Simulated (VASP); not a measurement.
# MgSi3N2 (Fmmm) in VASP: relaxation of cell and atoms with PBE

Aim: the relaxation of cell and atoms of MgSi3N2 with PBE.

Everything below comes from runs of VASP 6.6.1. Logs are shortened: lines on timing, memory, paths and dates and some standing lists are left out, and cuts for length are marked.

**1. The cell of the first run**

The structure is orthorhombic, space group Fmmm (No. 69). Conventional cell: a = 5.695 Å, b = 6.258 Å, c = 12.115 Å, α = 90.00°, β = 90.00°, γ = 90.00°. Within 3.9 Å of Mg (site symmetry mmm) lie 14 Si at 2.85 to 3.85 Å and 4 N at 3.35 Å. Within 2.3 Å of Si (site symmetry mm2) lie 2 N at 1.62 Å and 1 Si at 2.25 Å. Within 3.0 Å of Si (site symmetry mmm) lie 2 Si at 2.25 Å and 2 Mg at 2.85 Å. N (site symmetry 2/m) has 2 Si at 1.62 Å within 2.2 Å.

The cell was generated, and may not be a known phase.

**2. Relaxation of cell and atoms, PBE**

INCAR

```
PREC     = Accurate       # precision mode
ENCUT    = 600            # plane-wave cutoff, eV
EDIFF    = 1E-6           # SCF threshold, eV
ISMEAR   = 0              # smearing method
SIGMA    = 0.1            # smearing width, eV
LREAL    = F              # projectors in reciprocal space
LASPH    = T              # aspherical terms in the spheres
NELM     = 80             # most SCF steps
ALGO     = Normal         # electronic algorithm
ISIF     = 3              # what is computed and relaxed
LWAVE    = F              # write WAVECAR
LCHARG   = F              # write CHGCAR
GGA      = PE             # functional
IBRION   = 2              # ionic algorithm
NSW      = 100            # ionic steps
EDIFFG   = -0.01          # ionic threshold
```

KPOINTS

```
Automatic mesh
0
Gamma
  10 10 10
```

POSCAR

```
MgSi3N2
1.0
    0.0000000000      3.1289019200      6.0574097182
    2.8475490397      0.0000000000      6.0574097182
    2.8475490397      3.1289019200      0.0000000000
Mg Si N
1 3 2
Direct
    0.0000000000      0.0000000000      0.0000000000
    0.3145902795      0.3145902795      0.6854097205
    0.6854097205      0.6854097205      0.3145902795
    0.5000000000      0.5000000000      0.5000000000
    0.5000000000      0.0000000000      0.5000000000
    0.0000000000      0.5000000000      0.0000000000
```

Potentials or basis: VASP PAW PBE potentials, release 64 (Mg, Si, N).

Started as:

```console
$ cat potpaw_PBE.64/Mg/POTCAR potpaw_PBE.64/Si/POTCAR potpaw_PBE.64/N/POTCAR > POTCAR
$ mpirun -np 1 vasp_std > vasp.out
```

OUTCAR:

```text
PREC = Accurate
   ENCUT = 600
   EDIFF = 1E-6
   ISMEAR = 0
   LREAL = F
   LASPH = T
   NELM = 80
   ISIF = 3
   GGA = PE
   IBRION = 2
   NSW = 100
   EDIFFG = -0.01

 ion  position               nearest neighbor table
   1  0.000  0.000  0.000-   4 2.85   4 2.85   4 3.13   4 3.13
   2  0.315  0.315  0.685-   5 1.62   6 1.62   4 2.25
   3  0.685  0.685  0.315-   5 1.62   6 1.62   4 2.25
   4  0.500  0.500  0.500-   2 2.25   3 2.25   1 2.85   1 2.85   1 3.13   1 3.13
   5  0.500  0.000  0.500-   2 1.62   3 1.62
   6  0.000  0.500  0.000-   2 1.62   3 1.62

  LATTYP: Found a face centered orthorhombic cell.
 ALAT       =     5.6950980794
 B/A-ratio  =     1.0988052800
 C/A-ratio  =     2.1272363123

  Lattice vectors:

 A1 = (   0.0000000000,   3.1289019200,   6.0574097182)
 A2 = (   2.8475490397,   0.0000000000,   6.0574097182)
 A3 = (   2.8475490397,   3.1289019200,   0.0000000000)

Analysis of symmetry for initial positions (statically):
=====================================================================
 Subroutine PRICEL returns:
 Original cell was already a primitive cell.

 Routine SETGRP: Setting up the symmetry group for a
 face centered orthorhombic supercell.

 Subroutine GETGRP returns: Found  8 space group operations
 (whereof  8 operations were pure point group operations)
 out of a pool of  8 trial point group operations.

The static configuration has the point symmetry D_2h.

Analysis of symmetry for dynamics (positions and initial velocities):
=====================================================================
 Subroutine PRICEL returns:
 Original cell was already a primitive cell.

 Routine SETGRP: Setting up the symmetry group for a
 face centered orthorhombic supercell.

 Subroutine GETGRP returns: Found  8 space group operations
 (whereof  8 operations were pure point group operations)
 out of a pool of  8 trial point group operations.

The dynamic configuration has the point symmetry D_2h.

 Subroutine INISYM returns: Found  8 space group operations
 (whereof  8 operations are pure point group operations),
 and found     1 'primitive' translations

----------------------------------------------------------------------------------------

                                     Primitive cell

  volume of cell :     107.9394

  direct lattice vectors                    reciprocal lattice vectors
     0.000000000  3.128901920  6.057409718    -0.175589601  0.159800471  0.082543533
     2.847549040  0.000000000  6.057409718     0.175589601 -0.159800471  0.082543533
     2.847549040  3.128901920  0.000000000     0.175589601  0.159800471 -0.082543533

  length of vectors
     6.817788477  6.693336091  4.230669304     0.251358973  0.251358973  0.251358973

  position of ions in fractional coordinates (direct lattice)
     0.000000000  0.000000000  0.000000000
     0.314590280  0.314590280  0.685409720
     0.685409720  0.685409720  0.314590280
     0.500000000  0.500000000  0.500000000
     0.500000000  0.000000000  0.500000000
     0.000000000  0.500000000  0.000000000

  ion indices of the primitive-cell ions
   primitive index   ion index
                 1           1
                 2           2
                 3           3
                 4           4
                 5           5
                 6           6

----------------------------------------------------------------------------------------

 KPOINTS: Automatic mesh

Automatic generation of k-mesh.
 Grid dimensions read from file:
 generate k-points for:   10   10   10

 Generating k-lattice:

  Cartesian coordinates                     Fractional coordinates (reciprocal lattice)
    -0.017558960  0.015980047  0.008254353     0.100000000  0.000000000  0.000000000
     0.017558960 -0.015980047  0.008254353     0.000000000  0.100000000  0.000000000
     0.017558960  0.015980047 -0.008254353    -0.000000000 -0.000000000  0.100000000

  Length of vectors
     0.025135897  0.025135897  0.025135897

  Shift w.r.t. Gamma in fractional coordinates (k-lattice)
     0.000000000  0.000000000  0.000000000

 Subroutine IBZKPT returns following result:
 ===========================================

 Found    171 irreducible k-points:

 Following reciprocal coordinates:
            Coordinates               Weight
  0.000000  0.000000  0.000000      1.000000
  0.100000 -0.000000  0.000000      8.000000
  0.200000 -0.000000  0.000000      8.000000
  0.300000  0.000000  0.000000      8.000000
  0.400000  0.000000  0.000000      8.000000
  0.500000  0.000000  0.000000      4.000000
[... 16 lines left out ...]
  0.300000  0.300000  0.000000      2.000000
  0.400000  0.300000  0.000000      8.000000
 [... further k-points ...]
   k-points           NKPTS =    171   k-points in BZ     NKDIM =    171   number of bands    NBANDS=     16
   number of dos      NEDOS =    301   number of ions     NIONS =      6
   total plane-waves  NPLWV = 104976
   dimension x,y,z NGX =    54 NGY =   54 NGZ =   36
   dimension x,y,z NGXF=   108 NGYF=  108 NGZF=   72
   ions per type =               1   3   2
   NGX,Y,Z   is equivalent  to a cutoff of  13.17, 13.41, 14.15 a.u.
   NGXF,Y,Z  is equivalent  to a cutoff of  26.33, 26.82, 28.29 a.u.
 SYSTEM =  unknown system
   PREC   = accura    normal or accurate (medium, high low for compatibility)
   ISTART =      0    job   : 0-new  1-cont  2-samecut
   ICHARG =      2    charge: 1-file 2-atom 10-const
   ISPIN  =      1    spin polarized calculation?
   LNONCOLLINEAR =      F non collinear calculations
   LSORBIT =      F    spin-orbit coupling
   LASPH  =      T    aspherical Exc in radial PAW
   ENCUT  =  600.0 eV  44.10 Ry    6.64 a.u.  13.62 13.37  8.45*2*pi/ulx,y,z
   NELM   =     80;   NELMIN=  2; NELMDL= -5     # of ELM steps
   EDIFF  = 0.1E-05   stopping-criterion for ELM
   LREAL  =      F    real-space projection
   EDIFFG = -.1E-01   stopping-criterion for IOM
   NSW    =    100    number of steps for IOM
   IBRION =      2    ionic relax: 0-MD 1-quasi-New 2-CG
   NFREE  =      1    steps in history (QN), initial steepest desc. (CG)
   ISIF   =      3    stress and relaxation
   ISYM   =      2    0-nonsym 1-usesym 2-fastsym
   POTIM  = 0.5000    time-step for ionic-motion
   TEBEG  =    0.0;   TEEND  =   0.0 temperature during run
   PSTRESS=    0.0 pullay stress
   NELECT =      24.0000    total number of electrons
   NUPDOWN=      -1.0000    fix difference up-down
   EMIN   =  10.00;   EMAX   =-10.00  energy-range for DOS
   EFERMI =   0.00;   METHOD = LEGACY
   ISMEAR =     0;   SIGMA  =   0.10  broadening in eV -4-tet -1-fermi 0-gaus
   EFERMI_NEDOS =   21; number of points for ismear=-14 and -15
   IALGO  =     38    algorithm
   IMIX   =      4    mixing-type and parameters
     AMIX     =   0.40;   BMIX     =  1.00
     AMIX_MAG =   1.60;   BMIX_MAG =  1.00
  volume/ion in A,a.u.               =      17.99       121.40
  Fermi-wavevector in a.u.,A,eV,Ry     =   0.991787  1.874206 13.383263  0.983642
  Thomas-Fermi vector in A             =   2.123553
   LORBIT       =      0    0 simple, 1 ext, 2 COOP (PROOUT), +10 PAW based schemes
   GGA     = PE    functional components
   LHFCALC =     F    Hartree Fock is set to
   AEXX    =    0.0000 exact exchange contribution
   IVDW    =     0    specifies the selected vdW correction
   LEPSILON=     F    determine dielectric tensor
   LRPA    =     F    only Hartree local field effects (RPA)
 conjugate gradient relaxation of ions
 non-spin polarized calculation
 Gauss-broadening in eV      SIGMA  =   0.10
  energy-cutoff  :      600.00
  volume of cell :      107.94
 maximum number of plane-waves:      3633
   NGX = 27   NGY = 27   NGZ = 17

--------------------------------------- Ionic step        1  -------------------------------------------

 number of electron      23.9999998 magnetization

 Free energy of the ion-electron system (eV)
  ---------------------------------------------------
  ext. energy  EPLUGINS =         0.00000000
  ---------------------------------------------------
  free energy    TOTEN  =       -33.46678464 eV

  energy without entropy =      -33.46016732  energy(sigma->0) =      -33.46347598

------------------------ aborting loop because EDIFF is reached ----------------------------------------

  FORCE on cell =-STRESS in cart. coord.  units (eV):
  Direction    XX          YY          ZZ          XY          YZ          ZX
  --------------------------------------------------------------------------------------
  -------------------------------------------------------------------------------------
  Total        0.1289392     -0.1621538      0.0779458     -0.0000000      0.0000000      0.0000000
  in kB        1.9138840     -2.4068974      1.1569736     -0.0000000      0.0000000      0.0000000
  external PRESSURE =       0.2213201 kB  Pullay stress =       0.0000000 kB
[... 225 lines left out ...]
  energy  without entropy=      -33.4606362020  energy(sigma->0) =      -33.46395899

--------------------------------------- Ionic step        7  -------------------------------------------

 number of electron      23.9999998 magnetization

 Free energy of the ion-electron system (eV)
  ---------------------------------------------------
  ext. energy  EPLUGINS =         0.00000000
  ---------------------------------------------------
  free energy    TOTEN  =       -33.46731423 eV

  energy without entropy =      -33.46066644  energy(sigma->0) =      -33.46399033

 E-fermi :   4.1472     XC(G=0):  -9.0263

 val. band max:        4.1451857145   @ k =   0.2000   0.2000   0.0000
 cond. band min:       4.1587755058   @ k =  -0.2000   0.2000  -0.0000
 fundamental gap:      0.0135897913
 Fermi energy:         4.1471794006

 k-point     1 :       0.0000    0.0000    0.0000
  band No.  band energies     occupation
      1     -12.4960      2.00000
      2     -10.4847      2.00000
      3      -5.8926      2.00000
      4      -4.9243      2.00000
      5      -2.1104      2.00000
      6      -1.6688      2.00000
[... 8 lines left out ...]
     15       5.1961      0.00000
     16       7.6089      0.00000
[... 420 lines left out ...]
  band No.  band energies     occupation
      1     -12.4410      2.00000
      2     -10.5501      2.00000
      3      -6.3885      2.00000
      4      -4.0112      2.00000
      5      -2.2660      2.00000
      6      -1.3354      2.00000
[... 8 lines left out ...]
     15       6.4419      0.00000
     16       7.6235      0.00000

 [... further k-points ...]

------------------------ aborting loop because EDIFF is reached ----------------------------------------

  FORCE on cell =-STRESS in cart. coord.  units (eV):
  Direction    XX          YY          ZZ          XY          YZ          ZX
  --------------------------------------------------------------------------------------
  -------------------------------------------------------------------------------------
  Total       -0.0292486     -0.0048382      0.0080724      0.0000000      0.0000000      0.0000000
  in kB       -0.4359649     -0.0721153      0.1203228      0.0000000      0.0000000      0.0000000
  external PRESSURE =      -0.1292524 kB  Pullay stress =       0.0000000 kB
[... 21 lines left out ...]
  FREE ENERGIE OF THE ION-ELECTRON SYSTEM (eV)
  ---------------------------------------------------
  free  energy   TOTEN  =       -33.4673142302 eV

  energy  without entropy=      -33.4606664357  energy(sigma->0) =      -33.46399033

 reached required accuracy - stopping structural energy minimisation
```

Wall time 13 min (1 thread of Intel Xeon 6975P-C (Granite Rapids), shared host); peak memory 0.62 GiB.

What came out:

* Free energy: -33.4673 eV
* Relaxed volume: 17.91 Å³/atom
* Relaxed cell: a = 6.810 Å, b = 6.695 Å, c = 4.221 Å, α = 73.28°, β = 70.31°, γ = 36.41°
* Space group after relaxing (to 0.1 Å): Fmmm (No. 69)
* Energy gained by relaxing: 0.1 meV/atom
* Ionic steps: 7
* Pressure after relaxing: 0.0 GPa
* Largest force after relaxing: 0.007 eV/Å
* Band gap on the k mesh: zero (bands 12 and 13 overlap by 0.68 eV)

Forces on the atoms (eV/Å):
```
Mg   0.000  0.000  0.000
Si   0.000  0.000  0.007
Si   0.000  0.000 -0.007
Si   0.000  0.000  0.000
N    0.000  0.000  0.000
N    0.000  0.000  0.000
```

The path:
| step | energy change (eV) | largest force (eV/Å) | pressure (GPa) | volume (Å³) |
| --- | --- | --- | --- | --- |
| 1 | 0.0000 | 0.0146 | 0.02 | 107.94 |
| 2 | -0.0002 | 0.0329 | -0.18 | 107.98 |
| 3 | -0.0002 | 0.0328 | -0.18 | 107.98 |
| 4 | -0.0003 | 0.0035 | -0.13 | 107.87 |
| 5 | -0.0004 | 0.0345 | -0.06 | 107.73 |
| 6 | -0.0005 | 0.0216 | -0.04 | 107.62 |
| 7 | -0.0005 | 0.0067 | -0.01 | 107.49 |

Final structure:
```
Mg Si N
1.0
     0.00000    3.11176    6.05749
     2.85125    0.00000    6.05749
     2.85125    3.11176    0.00000
Mg Si N
1 3 2
Direct
  0.00000 0.00000 0.00000
  0.31440 0.31440 0.68560
  0.68560 0.68560 0.31440
  0.50000 0.50000 0.50000
  0.50000 0.00000 0.50000
  0.00000 0.50000 0.00000
```
